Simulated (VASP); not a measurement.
AlGaN2, 4 atoms in the cell. The structure is tetragonal, space group P-4m2 (No. 115). The conventional cell has a = 3.125 Å, b = 3.125 Å, c = 4.424 Å, α = 90.00°, β = 90.00°, γ = 90.00°. Within 2.5 Å of Al (site symmetry -4m2) lie 4 N at 1.88 Å. Within 2.6 Å of Ga (site symmetry -4m2) lie 4 N at 1.94 Å. N (site symmetry 2mm) has 2 Al at 1.88 Å and 2 Ga at 1.94 Å within 2.5 Å.  This cell differs from its parent crystal: strain -0.0050 x Voigt [1, 1, 0, 0, 0, 0].

- Program: VASP 6.6.1
- Task: single point
- Functional: r2SCAN
- Potentials or basis: VASP PAW PBE potentials, release 64 (Al, Ga_d, N)
- Cutoff: 520 eV
- k mesh: 8 × 8 × 6
- Occupations: gaussian, width 0.05 eV
- Spin: no spin polarisation
- Dipole correction: no
- Further INCAR settings: ALGO = Normal; EDIFF = 1e-07; NBANDS = 21

Potentials or basis: VASP PAW PBE potentials, release 64 (Al, Ga_d, N).

Command:

```bash
$ cat potpaw_PBE.64/Al/POTCAR potpaw_PBE.64/Ga_d/POTCAR potpaw_PBE.64/N/POTCAR > POTCAR
$ cp INCAR.step1 INCAR
$ mpirun -np 1 vasp_std > vasp.out
$ cp INCAR.step2 INCAR
$ mpirun -np 1 vasp_std > vasp.out
```

Hardware: 1 thread of Intel Xeon 6975P-C (shared host).

How long does it take, and how much memory?

Run time: 98 s on 1 thread of Intel Xeon 6975P-C, with other jobs on the host, peak memory 0.2 GiB. Counts: k points 60.
